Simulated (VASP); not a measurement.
# BeC2 (I4/mmm) in VASP: vibrations by perturbation theory with PBE

Aim: the vibrations by perturbation theory of BeC2 with PBE.

All numbers are computed with VASP 6.6.1; they aren't measurements. Logs are shortened: lines on timing, memory, paths and dates and some standing lists are left out, and cuts for length are marked.

## Step 1: The cell of the first run

Symmetry: I4/mmm, No. 139, tetragonal system. Conventional cell: a = 3.640 Å, b = 3.640 Å, c = 4.644 Å, α = 90.00°, β = 90.00°, γ = 90.00°. Within 2.3 Å of Be (site symmetry 4/mmm) lie 2 C at 1.70 Å. Within 1.7 Å of C (site symmetry 4mm) lie 1 C at 1.25 Å and 1 Be at 1.70 Å.

## Step 2: Vibrations by perturbation theory, PBE

INCAR

```
SYSTEM = BeC2
ALGO     = Normal         ! electronic algorithm
EDIFF    = 1E-8           ! SCF threshold, eV
ENCUT    = 520            ! plane-wave cutoff, eV
GGA      = PE             ! functional
IBRION   = 8              ! ionic algorithm
ISIF     = 2              ! what is computed and relaxed
ISMEAR   = 0              ! smearing method
LASPH    = .TRUE.         ! aspherical terms in the spheres
LCHARG   = .FALSE.        ! write CHGCAR
LEPSILON = .TRUE.         ! dielectric tensor by DFPT
LREAL    = .FALSE.        ! projectors in reciprocal space
LWAVE    = .FALSE.        ! write WAVECAR
NELM     = 60             ! most SCF steps
NSW      = 1              ! ionic steps
PREC     = Accurate       ! precision mode
SIGMA    = 0.01           ! smearing width, eV
```

KPOINTS

```
k-points
0
G
  8 8 8
  0 0 0
```

POSCAR

```
BeC2
1.0
   -1.8198041430      1.8198041430      2.3218132917
    1.8198041430     -1.8198041430      2.3218132917
    1.8198041430      1.8198041430     -2.3218132917
Be C
1 2
Direct
    0.0000000000      0.0000000000      0.0000000000
    0.6343528291      0.6343528291      0.0000000000
    0.3656471709      0.3656471709      0.0000000000
```

Potentials or basis: VASP PAW PBE potentials, release 64 (Be, C).

Run with:

```console
cat potpaw_PBE.64/Be/POTCAR potpaw_PBE.64/C/POTCAR > POTCAR
mpirun -np 1 vasp_std > vasp.out
```

OUTCAR:

```text
SYSTEM = BeC2
   EDIFF = 1E-8
   ENCUT = 520
   GGA = PE
   IBRION = 8
   ISIF = 2
   ISMEAR = 0
   LASPH = .TRUE.
   LEPSILON = .TRUE.
   LREAL = .FALSE.
   NELM = 60
   NSW = 1
   PREC = Accurate

 ion  position               nearest neighbor table
   1  0.000  0.000  0.000-   2 1.70   3 1.70
   2  0.634  0.634  0.000-   3 1.25   1 1.70
   3  0.366  0.366  0.000-   2 1.25   1 1.70

  LATTYP: Found a body centered tetragonal cell.
 ALAT       =     3.6396082860
 C/A-ratio  =     1.2758588888

  Lattice vectors:

 A1 = (  -1.8198041430,   1.8198041430,   2.3218132917)
 A2 = (   1.8198041430,  -1.8198041430,   2.3218132917)
 A3 = (   1.8198041430,   1.8198041430,  -2.3218132917)

Analysis of symmetry for initial positions (statically):
=====================================================================
 Subroutine PRICEL returns:
 Original cell was already a primitive cell.

 Routine SETGRP: Setting up the symmetry group for a
 body centered tetragonal supercell.

 Subroutine GETGRP returns: Found 16 space group operations
 (whereof 16 operations were pure point group operations)
 out of a pool of 16 trial point group operations.

The static configuration has the point symmetry D_4h.

Analysis of symmetry for dynamics (positions and initial velocities):
=====================================================================
 Subroutine PRICEL returns:
 Original cell was already a primitive cell.

 Routine SETGRP: Setting up the symmetry group for a
 body centered tetragonal supercell.

 Subroutine GETGRP returns: Found 16 space group operations
 (whereof 16 operations were pure point group operations)
 out of a pool of 16 trial point group operations.

The dynamic configuration has the point symmetry D_4h.

 Subroutine INISYM returns: Found 16 space group operations
 (whereof 16 operations are pure point group operations),
 and found     1 'primitive' translations

----------------------------------------------------------------------------------------

                                     Primitive cell

  volume of cell :      30.7565

  direct lattice vectors                    reciprocal lattice vectors
    -1.819804143  1.819804143  2.321813292     0.000000000  0.274754842  0.215348927
     1.819804143 -1.819804143  2.321813292     0.274754842  0.000000000  0.215348927
     1.819804143  1.819804143 -2.321813292     0.274754842  0.274754842  0.000000000

  length of vectors
     3.466149333  3.466149333  3.466149333     0.349092228  0.349092228  0.388562024

  position of ions in fractional coordinates (direct lattice)
     0.000000000  0.000000000  0.000000000
     0.634352829  0.634352829  0.000000000
     0.365647171  0.365647171  0.000000000

  ion indices of the primitive-cell ions
   primitive index   ion index
                 1           1
                 2           2
                 3           3

[... 466 lines left out ...]
 PIEZOELECTRIC TENSOR FIELD DIRECTION 3  (e Angst)
 -----------------------------------------------------------------------------
     0.00067  0.00000 -0.00000           (  0.00001  0.00000 -0.00000)
     0.00000  0.00067 -0.00000           (  0.00000  0.00001  0.00000)
    -0.00000 -0.00000  0.00031           ( -0.00000  0.00000  0.00001)

 PIEZOELECTRIC TENSOR FIELD DIRECTION 3  (C/m^2)
 -----------------------------------------------------------------------------
     0.00035  0.00000 -0.00000
     0.00000  0.00035 -0.00000
    -0.00000 -0.00000  0.00016

--------------------------------------- Ionic step        4  -------------------------------------------

------------------------ aborting loop because EDIFF is reached ----------------------------------------

[... ionic steps 5 to 5 ...]

--------------------------------------- Ionic step        6  -------------------------------------------

------------------------ aborting loop because EDIFF is reached ----------------------------------------

--------------------------------------- Ionic step        7  -------------------------------------------

------------------------ aborting loop because EDIFF is reached ----------------------------------------

[... ionic steps 8 to 8 ...]

--------------------------------------- Ionic step        9  -------------------------------------------

 Free energy of the ion-electron system (eV)
  ---------------------------------------------------
  ---------------------------------------------------
  free energy    TOTEN  =        -0.13983468 eV

  energy without entropy =       -0.13983468

------------------------ aborting loop because EDIFF is reached ----------------------------------------

 INTERNAL STRAIN TENSOR  FOR ION    2  DIRECTION 3   (eV/Angst):
 -----------------------------------------------------------------------------
    -0.47577  0.00000  0.00000
     0.00000 -0.47577  0.00000
     0.00000  0.00000-74.22475

 MACROSCOPIC STATIC DIELECTRIC TENSOR (including local field effects in DFT)
 ------------------------------------------------------
           5.855809     0.000000     0.000000
           0.000000     5.855809    -0.000000
          -0.000000    -0.000000     7.321261
 ------------------------------------------------------

 PIEZOELECTRIC TENSOR (including local field effects)  for field in x, y, z        (e  Angst)
          XX          YY          ZZ          XY          YZ          ZX
  --------------------------------------------------------------------------------
  x     0.00000     0.00000     0.00000     0.00000     0.00000     0.00000
  y     0.00000     0.00000     0.00000     0.00000     0.00000     0.00000
  z     0.00000     0.00000     0.00000     0.00000     0.00000     0.00000

 PIEZOELECTRIC TENSOR (including local field effects)  for field in x, y, z        (C/m^2)
          XX          YY          ZZ          XY          YZ          ZX
  --------------------------------------------------------------------------------
  x     0.00000     0.00000     0.00000     0.00000     0.00000     0.00000
  y     0.00000     0.00000     0.00000     0.00000     0.00000     0.00000
  z     0.00000     0.00000     0.00000     0.00000     0.00000     0.00000

 BORN EFFECTIVE CHARGES (including local field effects) (in |e|, cummulative output)
 ---------------------------------------------------------------------------------
 ion    1
    1     2.67689     0.00000     0.00000
    2     0.00000     2.67689     0.00000
    3     0.00000     0.00000     1.87030
 ion    2
    1    -1.33845    -0.00000     0.00000
    2     0.00000    -1.33845     0.00000
    3     0.00000     0.00000    -0.93515
 ion    3
    1    -1.33845     0.00000     0.00000
    2    -0.00000    -1.33845     0.00000
    3     0.00000     0.00000    -0.93515

 INTERNAL STRAIN TENSOR FOR ION    3 for displacements in x,y,z  (eV/Angst):
          X           Y           Z          XY          YZ          ZX
  --------------------------------------------------------------------------------
  x     0.00000     0.00000     0.00000     0.00000     0.00000    -1.59652
  y     0.00000     0.00000     0.00000     0.00000    -2.12479     0.00000
  z     0.47577     0.47577    74.22475     0.00000     0.00000     0.00000

 SECOND DERIVATIVES (NOT SYMMETRIZED)
 ------------------------------------
               1X          1Y          1Z          2X          2Y          2Z          3X          3Y          3Z
  1X     3.673993    0.000000    0.000000   -1.836996    0.000000    0.000000   -1.836996    0.000000    0.000000
  1Y     0.000000    3.673993    0.000000    0.000000   -1.836996    0.000000    0.000000   -1.836996    0.000000
  1Z     0.000000   -0.000000  -28.759702    0.000000   -0.000000   14.379851    0.000000   -0.000000   14.379851
  2X    -1.835749    0.000000    0.000000   -3.111027    0.000000    0.000000    4.946776    0.000000    0.000000
  2Y     0.000000   -1.835749    0.000000    0.000000   -3.111027    0.000000    0.000000    4.946776    0.000000
  2Z     0.000000    0.000000   14.380667    0.000000   -0.000000  -94.185092    0.000000    0.000000   79.804425
  3X    -1.835749    0.000000    0.000000    4.946776    0.000000    0.000000   -3.111027    0.000000    0.000000
  3Y     0.000000   -1.835749    0.000000    0.000000    4.946776    0.000000    0.000000   -3.111027    0.000000
  3Z     0.000000    0.000000   14.380667    0.000000    0.000000   79.804425    0.000000   -0.000000  -94.185092

 Eigenvectors and eigenvalues of the dynamical matrix
 ----------------------------------------------------

   1 f  =   59.500783 THz   373.854448 2PiTHz 1984.732496 cm-1   246.075357 meV
             X         Y         Z           dx          dy          dz
      0.000000  0.000000  0.000000    -0.000000   -0.000000   -0.000000
      0.000000  0.000000  2.945698     0.000000    0.000000   -0.707107
      0.000000  0.000000  1.697929    -0.000000   -0.000000    0.707107
[... 43 lines left out ...]
   9 f/i=   11.703818 THz    73.537256 2PiTHz  390.397338 cm-1    48.403079 meV
             X         Y         Z           dx          dy          dz
      0.000000  0.000000  0.000000    -0.368866    0.768922    0.000000
      0.000000  0.000000  2.945698     0.159712   -0.332928    0.000000
      0.000000  0.000000  1.697929     0.159712   -0.332928    0.000000

--------------------------------------------------------------------------------------------------------

 MACROSCOPIC STATIC DIELECTRIC TENSOR IONIC CONTRIBUTION
 ------------------------------------------------------
           0.000000     0.000000    -0.000000
           0.000000    -0.000000     0.000000
          -0.000000     0.000000     0.715584
 ------------------------------------------------------

 ELASTIC MODULI CONTR FROM IONIC RELAXATION (kBar)
 Direction    XX          YY          ZZ          XY          YZ          ZX
 --------------------------------------------------------------------------------
 XX          -0.1355     -0.1355    -21.1461      0.0000     -0.0000     -0.0000
 YY          -0.1355     -0.1355    -21.1461      0.0000     -0.0000     -0.0000
 ZZ         -21.1461    -21.1461  -3298.9703      0.0000     -0.0000     -0.0000
 XY           0.0000      0.0000      0.0000      0.0000      0.0000      0.0000
 YZ          -0.0000     -0.0000     -0.0000      0.0000    -58.3738      0.0000
 ZX          -0.0000     -0.0000     -0.0000      0.0000      0.0000    -32.9560
 --------------------------------------------------------------------------------

 PIEZOELECTRIC TENSOR IONIC CONTR  for field in x, y, z        (C/m^2)
          XX          YY          ZZ          XY          YZ          ZX
  --------------------------------------------------------------------------------
  x    -0.00000    -0.00000    -0.00000     0.00000    -0.00000     0.00000
  y     0.00000     0.00000     0.00000     0.00000    -0.00000    -0.00000
  z     0.00000     0.00000     0.00000     0.00000    -0.00000    -0.00000
```

Run time: 3.2 min. Hardware: 1 thread of Intel Xeon 6975P-C (Granite Rapids), shared host; peak memory 0.24 GiB.

Results:

```yaml
Electronic_dielectric_tensor_diagonal: 5.86, 5.86, 7.32
Born_charges_mean_of_the_diagonal: Be +2.41; C -1.20 e
Highest_phonon_frequency_at_Γ_LO-TO_splitting_left_out: 1985 cm⁻¹
Most_unstable_mode: 390i cm⁻¹
```

Phonon frequencies in cm⁻¹ (negative: imaginary):
```tsv
q point	frequencies
(0.000, 0.000, 0.000)	-390 -390 0 0 0 427 427 1092 1985
```

Electronic dielectric tensor:
```
5.86 0.00 0.00
0.00 5.86 0.00
0.00 0.00 7.32
```

Born effective charge tensors (e):
atom 1, Be
```
2.68 0.00 0.00
0.00 2.68 0.00
0.00 0.00 1.87
```
atom 2, C
```
-1.34  0.00  0.00
 0.00 -1.34  0.00
 0.00  0.00 -0.94
```
atom 3, C
```
-1.34  0.00  0.00
 0.00 -1.34  0.00
 0.00  0.00 -0.94
```

Caveat: the cell wasn't relaxed at this level first, which shifts response properties; some modes are imaginary.
